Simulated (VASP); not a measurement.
# Li (P-6m2) in VASP: a series of runs

The runs below take Li through single point, relaxation of cell and atoms, with PBE, LDA, r2SCAN.

All numbers are computed with VASP 6.6.1; they aren't measurements. Logs are shortened: lines on timing, memory, paths and dates and some standing lists are left out, and cuts for length are marked.

### Step 1. The cell of the first run

It takes space group P-6m2 (No. 187, hexagonal). Conventional cell: a = 3.006 Å, b = 3.006 Å, c = 7.793 Å, α = 90.00°, β = 90.00°, γ = 120.00°. Within 3.6 Å of Li (site symmetry 3m) lie 10 Li at 2.76 to 3.06 Å. Li (site symmetry -6m2) has 12 Li at 3.01 to 3.06 Å within 4.0 Å.

The cell was generated, and may not be a known phase.

### Step 2. Single point, PBE

Input file INCAR:

```
SYSTEM = Li
PREC = Accurate ; ENCUT = 520
EDIFF = 1E-6 ; ISMEAR = 0
SIGMA = 0.1 ; LREAL = .False.
LASPH = .True. ; NELM = 60
ALGO = Normal ; ISIF = 2
LWAVE = .False. ; LCHARG = .False.
GGA = PE ; NBANDS = 12
```

Input file KPOINTS:

```
Automatic mesh
0
Gamma
  6 6 2
  0 0 0
```

Input file POSCAR:

```
Li
1.0
    3.0055773000      0.0000000000      0.0000000000
   -1.5027887000      2.6029063000      0.0000000000
    0.0000000000      0.0000000000      7.7929755000
Li
3
Direct
    0.6666667000      0.3333333000      0.6769760000
    0.6666667000      0.3333333000      0.3230240000
    0.0000000000      0.0000000000      0.0000000000
```

Potentials or basis: VASP PAW PBE potentials, release 64 (Li_sv).

The run is started by

```bash
$ cat potpaw_PBE.64/Li_sv/POTCAR > POTCAR
$ mpirun -np 1 vasp_std > vasp.out
```

OUTCAR:

```text
SYSTEM = Li
   PREC = Accurate
   ENCUT = 520
   EDIFF = 1E-6
   ISMEAR = 0
   LREAL = .False.
   LASPH = .True.
   NELM = 60
   ISIF = 2
   GGA = PE

 ion  position               nearest neighbor table
   1  0.667  0.333  0.677-
   2  0.667  0.333  0.323-
   3  0.000  0.000  0.000-

  LATTYP: Found a hexagonal cell.
 ALAT       =     3.0055773000
 C/A-ratio  =     2.5928381546

  Lattice vectors:

 A1 = (   3.0055773000,   0.0000000000,   0.0000000000)
 A2 = (  -1.5027887000,   2.6029063000,   0.0000000000)
 A3 = (   0.0000000000,   0.0000000000,   7.7929755000)

Analysis of symmetry for initial positions (statically):
=====================================================================
 Subroutine PRICEL returns:
 Original cell was already a primitive cell.

 Routine SETGRP: Setting up the symmetry group for a
 hexagonal supercell.

 Subroutine GETGRP returns: Found 12 space group operations
 (whereof 12 operations were pure point group operations)
 out of a pool of 24 trial point group operations.

The static configuration has the point symmetry D_3h.

Analysis of symmetry for dynamics (positions and initial velocities):
=====================================================================
 Subroutine PRICEL returns:
 Original cell was already a primitive cell.

 Routine SETGRP: Setting up the symmetry group for a
 hexagonal supercell.

 Subroutine GETGRP returns: Found 12 space group operations
 (whereof 12 operations were pure point group operations)
 out of a pool of 24 trial point group operations.

The dynamic configuration has the point symmetry D_3h.

 Subroutine INISYM returns: Found 12 space group operations
 (whereof 12 operations are pure point group operations),
 and found     1 'primitive' translations

----------------------------------------------------------------------------------------

                                     Primitive cell

  volume of cell :      60.9663

  direct lattice vectors                    reciprocal lattice vectors
     3.005577300  0.000000000  0.000000000     0.332714783  0.192092976  0.000000000
    -1.502788700  2.602906300  0.000000000     0.000000000  0.384185939  0.000000000
     0.000000000  0.000000000  7.792975500     0.000000000  0.000000000  0.128320691

  length of vectors
     3.005577300  3.005577329  7.792975500     0.384185942  0.384185939  0.128320691

  position of ions in fractional coordinates (direct lattice)
     0.666666700  0.333333300  0.676976000
     0.666666700  0.333333300  0.323024000
     0.000000000  0.000000000  0.000000000

  ion indices of the primitive-cell ions
   primitive index   ion index
                 1           1
                 2           2
                 3           3

----------------------------------------------------------------------------------------

 KPOINTS: Automatic mesh

Automatic generation of k-mesh.
 Grid dimensions read from file:
 generate k-points for:    6    6    2

 Generating k-lattice:

  Cartesian coordinates                     Fractional coordinates (reciprocal lattice)
     0.055452464  0.032015496  0.000000000     0.166666667  0.000000000  0.000000000
     0.000000000  0.064030990  0.000000000     0.000000000  0.166666667  0.000000000
     0.000000000  0.000000000  0.064160345     0.000000000  0.000000000  0.500000000

  Length of vectors
     0.064030990  0.064030990  0.064160345

  Shift w.r.t. Gamma in fractional coordinates (k-lattice)
     0.000000000  0.000000000  0.000000000

 Subroutine IBZKPT returns following result:
 ===========================================

 Found     14 irreducible k-points:

 Following reciprocal coordinates:
            Coordinates               Weight
  0.000000  0.000000  0.000000      1.000000
  0.166667  0.000000  0.000000      6.000000
  0.333333  0.000000  0.000000      6.000000
  0.500000  0.000000  0.000000      3.000000
  0.166667  0.166667  0.000000      6.000000
  0.333333  0.166667  0.000000     12.000000
  0.333333  0.333333  0.000000      2.000000
  0.000000  0.000000  0.500000      1.000000
  0.166667  0.000000  0.500000      6.000000
  0.333333  0.000000  0.500000      6.000000
  0.500000  0.000000  0.500000      3.000000
  0.166667  0.166667  0.500000      6.000000
  0.333333  0.166667  0.500000     12.000000
  0.333333  0.333333  0.500000      2.000000
   k-points           NKPTS =     14   k-points in BZ     NKDIM =     14   number of bands    NBANDS=     12
   number of dos      NEDOS =    301   number of ions     NIONS =      3
   total plane-waves  NPLWV =  34560
   dimension x,y,z NGX =    24 NGY =   24 NGZ =   60
   dimension x,y,z NGXF=    48 NGYF=   48 NGZF=  120
   ions per type =               3
   NGX,Y,Z   is equivalent  to a cutoff of  13.27, 13.27, 12.80 a.u.
   NGXF,Y,Z  is equivalent  to a cutoff of  26.55, 26.55, 25.60 a.u.
 SYSTEM =  Li
   PREC   = accura    normal or accurate (medium, high low for compatibility)
   ISTART =      0    job   : 0-new  1-cont  2-samecut
   ICHARG =      2    charge: 1-file 2-atom 10-const
   ISPIN  =      1    spin polarized calculation?
   LNONCOLLINEAR =      F non collinear calculations
   LSORBIT =      F    spin-orbit coupling
   LASPH  =      T    aspherical Exc in radial PAW
   ENCUT  =  520.0 eV  38.22 Ry    6.18 a.u.   5.59  5.59 14.49*2*pi/ulx,y,z
   NELM   =     60;   NELMIN=  2; NELMDL= -5     # of ELM steps
   EDIFF  = 0.1E-05   stopping-criterion for ELM
   LREAL  =      F    real-space projection
   EDIFFG = 0.1E-04   stopping-criterion for IOM
   NSW    =      0    number of steps for IOM
   IBRION =     -1    ionic relax: 0-MD 1-quasi-New 2-CG
   NFREE  =      0    steps in history (QN), initial steepest desc. (CG)
   ISIF   =      2    stress and relaxation
   ISYM   =      2    0-nonsym 1-usesym 2-fastsym
   POTIM  = 0.5000    time-step for ionic-motion
   TEBEG  =    0.0;   TEEND  =   0.0 temperature during run
   PSTRESS=    0.0 pullay stress
   NELECT =       9.0000    total number of electrons
   NUPDOWN=      -1.0000    fix difference up-down
   EMIN   =  10.00;   EMAX   =-10.00  energy-range for DOS
   EFERMI =   0.00;   METHOD = LEGACY
   ISMEAR =     0;   SIGMA  =   0.10  broadening in eV -4-tet -1-fermi 0-gaus
   EFERMI_NEDOS =   21; number of points for ismear=-14 and -15
   IALGO  =     38    algorithm
   IMIX   =      4    mixing-type and parameters
     AMIX     =   0.40;   BMIX     =  1.00
     AMIX_MAG =   1.60;   BMIX_MAG =  1.00
  volume/ion in A,a.u.               =      20.32       137.14
  Fermi-wavevector in a.u.,A,eV,Ry     =   0.865218  1.635026 10.185361  0.748603
  Thomas-Fermi vector in A             =   1.983430
   LORBIT       =      0    0 simple, 1 ext, 2 COOP (PROOUT), +10 PAW based schemes
   GGA     = PE    functional components
   LHFCALC =     F    Hartree Fock is set to
   AEXX    =    0.0000 exact exchange contribution
   IVDW    =     0    specifies the selected vdW correction
   LEPSILON=     F    determine dielectric tensor
   LRPA    =     F    only Hartree local field effects (RPA)
 non-spin polarized calculation
 Gauss-broadening in eV      SIGMA  =   0.10
  energy-cutoff  :      520.00
  volume of cell :       60.97
 maximum number of plane-waves:      1685
 NGX is ok and might be reduce to    24
   NGX = 11   NGY = 11   NGZ = 29

 number of electron       9.0000003 magnetization

 Free energy of the ion-electron system (eV)
  ---------------------------------------------------
  ext. energy  EPLUGINS =         0.00000000
  ---------------------------------------------------
  free energy    TOTEN  =        -5.55813316 eV

  energy without entropy =       -5.53791164  energy(sigma->0) =       -5.54802240

 E-fermi :   0.6508     XC(G=0):  -7.0351

 val. band max:        0.5335727391   @ k =   0.5000   0.0000   0.0000
 cond. band min:       0.6643605311   @ k =   0.3333   0.1667   0.5000
 fundamental gap:      0.1307877920
 Fermi energy:         0.6507976944

 k-point     1 :       0.0000    0.0000    0.0000
  band No.  band energies     occupation
      1     -46.0215      2.00000
      2     -46.0118      2.00000
      3     -45.8253      2.00000
      4      -2.9337      2.00000
      5      -1.1377      2.00000
      6      -1.1204      2.00000
      7       5.3879      0.00000
      8       5.7755      0.00000
      9      13.5827      0.00000
     10      13.5828      0.00000
     11      14.2199      0.00000
     12      14.7058      0.00000

 k-point     2 :       0.1667    0.0000    0.0000
  band No.  band energies     occupation
      1     -46.0177      2.00000
      2     -46.0083      2.00000
      3     -45.8217      2.00000
      4      -2.4770      2.00000
      5      -0.6496      2.00000
      6      -0.6204      2.00000
      7       5.7303      0.00000
      8       5.9594      0.00000
      9      10.3197      0.00000
     10      11.7702      0.00000
     11      12.3143      0.00000
     12      12.3873      0.00000

 k-point     3 :       0.3333    0.0000    0.0000
  band No.  band energies     occupation
      1     -46.0102      2.00000
      2     -46.0010      2.00000
      3     -45.8144      2.00000
      4      -1.1216      2.00000
      5       0.7576      0.13106
      6       0.7860      0.05590
      7       5.0382      0.00000
      8       6.2315      0.00000
      9       7.2485      0.00000
     10       8.7694      0.00000
     11       8.7774      0.00000
     12      10.1183      0.00000

 k-point     4 :       0.5000    0.0000    0.0000
  band No.  band energies     occupation
      1     -46.0064      2.00000
      2     -45.9975      2.00000
      3     -45.8108      2.00000
      4       0.5336      1.90264
      5       1.5214      0.00000
      6       2.2355      0.00000
      7       3.7183      0.00000
      8       4.7686      0.00000
      9       4.7706      0.00000
     10       9.3336      0.00000
     11       9.5453      0.00000
     12       9.5588      0.00000

 k-point     5 :       0.1667    0.1667    0.0000
  band No.  band energies     occupation
      1     -46.0121      2.00000
      2     -46.0029      2.00000
      3     -45.8162      2.00000
      4      -1.5629      2.00000
      5       0.3091      2.00000
      6       0.3525      1.99998
      7       6.1252      0.00000
      8       6.3709      0.00000
      9       7.6304      0.00000
     10       8.7773      0.00000
     11       9.4389      0.00000
     12      10.4320      0.00000
[... 78 lines left out ...]
      1     -46.0064      2.00000
      2     -45.9975      2.00000
      3     -45.8107      2.00000
      4       0.8496      0.00493
      5       1.0206      0.00000
      6       2.2477      0.00000
      7       3.5052      0.00000
      8       5.1491      0.00000
      9       6.3618      0.00000
     10       6.4975      0.00000
     11       8.6060      0.00000
     12      10.0160      0.00000

 k-point    12 :       0.1667    0.1667    0.5000
  band No.  band energies     occupation
      1     -46.0120      2.00000
      2     -46.0030      2.00000
      3     -45.8162      2.00000
      4      -1.1299      2.00000
      5      -1.0408      2.00000
      6       2.0869      0.00000
      7       3.6685      0.00000
      8       8.0049      0.00000
      9       8.0519      0.00000
     10       8.6530      0.00000
     11       9.2102      0.00000
     12      10.9953      0.00000

 k-point    13 :       0.3333    0.1667    0.5000
  band No.  band energies     occupation
      1     -46.0064      2.00000
      2     -45.9975      2.00000
      3     -45.8107      2.00000
      4       0.6644      0.84789
      5       0.6898      0.58149
      6       3.3715      0.00000
      7       4.1684      0.00000
      8       4.6907      0.00000
      9       5.7914      0.00000
     10       7.2656      0.00000
     11       7.6742      0.00000
     12       8.4459      0.00000

 k-point    14 :       0.3333    0.3333    0.5000
  band No.  band energies     occupation
      1     -46.0045      2.00000
      2     -45.9957      2.00000
      3     -45.8089      2.00000
      4       2.5593      0.00000
      5       2.6015      0.00000
      6       2.7799      0.00000
      7       2.9408      0.00000
      8       3.8852      0.00000
      9       5.6672      0.00000
     10       6.5498      0.00000
     11       7.0883      0.00000
     12       7.6194      0.00000

------------------------ aborting loop because EDIFF is reached ----------------------------------------

  FORCE on cell =-STRESS in cart. coord.  units (eV):
  Direction    XX          YY          ZZ          XY          YZ          ZX
  --------------------------------------------------------------------------------------
  -------------------------------------------------------------------------------------
  Total        0.1821297      0.1821297     -0.2723289     -0.0000000      0.0000000     -0.0000000
  in kB        4.7863193      4.7863193     -7.1567285     -0.0000001      0.0000000     -0.0000000
  external PRESSURE =       0.8053034 kB  Pullay stress =       0.0000000 kB

 VOLUME and BASIS-vectors are now :
 -----------------------------------------------------------------------------
  energy-cutoff  :      520.00
  volume of cell :       60.97
      direct lattice vectors                 reciprocal lattice vectors
     3.005577300  0.000000000  0.000000000     0.332714783  0.192092976  0.000000000
    -1.502788700  2.602906300  0.000000000     0.000000000  0.384185939  0.000000000
     0.000000000  0.000000000  7.792975500     0.000000000  0.000000000  0.128320691

 POSITION                                       TOTAL-FORCE (eV/Angst)
 -----------------------------------------------------------------------------------
      1.50279      0.86764      5.27566         0.000000      0.000000      0.016318
      1.50279      0.86764      2.51732         0.000000     -0.000000     -0.016318
      0.00000      0.00000      0.00000        -0.000000      0.000000      0.000000
 -----------------------------------------------------------------------------------
    total drift:                               -0.000140      0.000081      0.000000

  FREE ENERGIE OF THE ION-ELECTRON SYSTEM (eV)
  ---------------------------------------------------
  free  energy   TOTEN  =        -5.5581331632 eV

  energy  without entropy=       -5.5379116391  energy(sigma->0) =       -5.54802240
```

Run time: 5.2 s. Hardware: 1 thread of Intel Xeon 6975P-C (Granite Rapids), shared host; peak memory 0.16 GiB.

What came out:

```yaml
Free_energy: -5.5581 eV
Largest_force: 0.016 eV/Å
Band_gap_on_the_k_mesh: zero (an odd number of electrons rules out a gap without spin polarisation)
```

Forces on the atoms (eV/Å):
```
Li   0.000  0.000  0.016
Li   0.000  0.000 -0.016
Li   0.000  0.000  0.000
```

Caveat: the k points lie up to 0.40 Å⁻¹ apart, too coarse for converged energies and pressures of a metal; the cutoff is under 1.25 times the usual one of these potentials, so pressure, stress and relaxed cells hold a basis-set (Pulay) error.

### Step 3. Single point, PBE

Input file INCAR:

```
ALGO = Normal ; EDIFF = 1E-7
ENCUT = 520 ; GGA = PE
ISIF = 2 ; ISMEAR = 0
LASPH = True ; LCHARG = False
LREAL = False ; LWAVE = False
NBANDS = 12 ; NELM = 60
PREC = Accurate ; SIGMA = 0.1
```

Input file KPOINTS:

```
k-points
0
Gamma
  18 18 6
```

Input file POSCAR:

```
Li
1.0
    3.0055773030      0.0000000289      0.0000000000
   -1.5027886765      2.6029062830      0.0000000000
    0.0000000000      0.0000000000      7.7929755000
Li
3
Direct
    0.6666666667      0.3333333333      0.6769760000
    0.6666666667      0.3333333333      0.3230240000
    0.0000000000      0.0000000000      0.0000000000
```

Potentials or basis: VASP PAW PBE potentials, release 64 (Li_sv).

The run is started by

```bash
$ cat potpaw_PBE.64/Li_sv/POTCAR > POTCAR
$ mpirun -np 1 vasp_std > vasp.out
```

Run time: 36 s. Hardware: 1 thread of Intel Xeon 6975P-C (Granite Rapids), shared host; peak memory 0.21 GiB.

It converged, with:

* Free energy: -5.6528 eV
* Largest force: 0.005 eV/Å
* Band gap on the k mesh: zero (an odd number of electrons rules out a gap without spin polarisation)

Forces on the atoms (eV/Å):
```
Li   0.000  0.000 -0.005
Li   0.000  0.000  0.005
Li   0.000  0.000  0.000
```

Levels at points of the mesh, in eV from the Fermi level:
| k point | band 3 | band 4 | band 5 | band 6 | band 7 | band 8 |
| --- | --- | --- | --- | --- | --- | --- |
| (0.00, 0.00, 0.00) | -46.44 | -3.52 | -1.73 | -1.70 | 4.81 | 5.19 |
| (0.50, 0.00, 0.00) | -46.42 | -0.05 | 0.93 | 1.66 | 3.15 | 4.18 |
| (0.00, 0.00, 0.50) | -46.44 | -3.11 | -3.00 | -0.29 | 2.50 | 9.28 |
| (0.50, 0.00, 0.50) | -46.42 | 0.28 | 0.42 | 1.66 | 2.94 | 4.56 |

Caveat: the cutoff is under 1.25 times the usual one of these potentials, so pressure, stress and relaxed cells hold a basis-set (Pulay) error.

### Step 4. Single point, PBE

Input file INCAR:

```
SYSTEM = Li
ALGO = Normal
EDIFF = 1E-7
ENCUT = 520
GGA = PE
ISIF = 2
ISMEAR = 0
LASPH = .True.
LCHARG = .False.
LREAL = .False.
LWAVE = .False.
NBANDS = 12
NELM = 100
PREC = Accurate
SIGMA = 0.1
```

Input file KPOINTS:

```
k-points
0
Gamma
  18 18 6
  0 0 0
```

POSCAR is that of step 3.

The run is started by

```bash
$ cat potpaw_PBE.64/Li_sv/POTCAR > POTCAR
$ mpirun -np 1 vasp_std > vasp.out
```

It took 37 s on 1 thread of Intel Xeon 6975P-C (Granite Rapids), shared host; peak memory 0.22 GiB.

The run converged. Its results:

* Free energy: -5.6528 eV
* Largest force: 0.005 eV/Å
* Band gap on the k mesh: zero (an odd number of electrons rules out a gap without spin polarisation)

Forces in eV/Å, atoms in the order of the input:
```
Li   0.000  0.000 -0.005
Li   0.000  0.000  0.005
Li   0.000  0.000  0.000
```

Levels at points of the mesh, in eV from the Fermi level:
```csv
k point,band 2,band 3,band 4,band 5,band 6,band 7,band 8,band 9
"(0.00, 0.00, 0.00)",-46.58,-46.44,-3.52,-1.73,-1.70,4.81,5.19,13.00
"(0.50, 0.00, 0.00)",-46.57,-46.42,-0.05,0.93,1.66,3.15,4.18,4.18
"(0.00, 0.00, 0.50)",-46.58,-46.44,-3.11,-3.00,-0.29,2.50,9.28,9.65
"(0.50, 0.00, 0.50)",-46.57,-46.42,0.28,0.42,1.66,2.94,4.56,5.77
```

Caveat: the cutoff is under 1.25 times the usual one of these potentials, so pressure, stress and relaxed cells hold a basis-set (Pulay) error.

[end of part 1 of 2]

The gap in the log of VASP goes by the Fermi energy; the results here count the filled bands.